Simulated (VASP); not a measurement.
Set up this calculation in VASP 6.6.1, as the native input.

* Task: relaxation of cell and atoms
* Functional: PBE
* Dispersion: D3(BJ)
* Potentials or basis: VASP PAW PBE potentials, release 64 (K_sv)
* Cutoff: 600 eV
* k mesh: 12 × 12 × 12
* Occupations: gaussian, width 0.1 eV
* Spin: no spin polarisation
* Target pressure: 2 GPa
* Dipole correction: no
* Further INCAR settings: ALGO = Fast; EDIFF = 1e-06; IBRION = 2; EDIFFG = -0.008; NSW = 70; ISIF = 3

The structure of K lies in POSCAR:

```
K
1.0
    0.0000000000      3.2387896672      3.2387896672
    3.2387896672      0.0000000000      3.2387896672
    3.2387896672      3.2387896672      0.0000000000
K
1
Direct
    0.0000000000      0.0000000000      0.0000000000
```

The input as run:

INCAR

```
ALGO     = Fast           # electronic algorithm
EDIFF    = 1E-6           # SCF threshold, eV
EDIFFG   = -0.008         # ionic threshold
ENCUT    = 600            # plane-wave cutoff, eV
GGA      = PE             # functional
IBRION   = 2              # ionic algorithm
ISIF     = 3              # what is computed and relaxed
ISMEAR   = 0              # smearing method
IVDW     = 12             # dispersion correction
LASPH    = True           # aspherical terms in the spheres
LCHARG   = False          # write CHGCAR
LREAL    = False          # projectors in reciprocal space
LWAVE    = False          # write WAVECAR
NELM     = 100            # most SCF steps
NSW      = 70             # ionic steps
PREC     = Accurate       # precision mode
PSTRESS  = 20.0         
SIGMA    = 0.1            # smearing width, eV
```

KPOINTS

```
k-points
0
Gamma
  12 12 12
```

Potentials or basis: VASP PAW PBE potentials, release 64 (K_sv).

Command:

```console
$ cat potpaw_PBE.64/K_sv/POTCAR > POTCAR
$ mpirun -np 1 vasp_std > vasp.out
```

Results of the run:

- Relaxed volume: 51.91 Å³/atom
- Relaxed cell: a = 4.187 Å, b = 4.187 Å, c = 4.187 Å, α = 60.00°, β = 60.00°, γ = 60.00°
- Space group after relaxing (to 0.05 Å): Fm-3m (No. 225)
- Energy change on relaxing (the enthalpy is what falls): +84.5 meV/atom
- Ionic steps: 6
- Pressure after relaxing: 2.0 GPa
- Dispersion energy per atom: -0.159 eV

Caveat: the cell is relaxed towards a set pressure, so the enthalpy falls and the energy may rise; the volume moved by over 15 % at a fixed basis, so the end points are rough; pairwise dispersion overbinds metals, which lowers pressure and volume.

Wall time 4 min on 1 thread of Intel(R) Xeon(R) Platinum 8488C (Sapphire Rapids), on a shared host, peak memory 0.29 GiB.
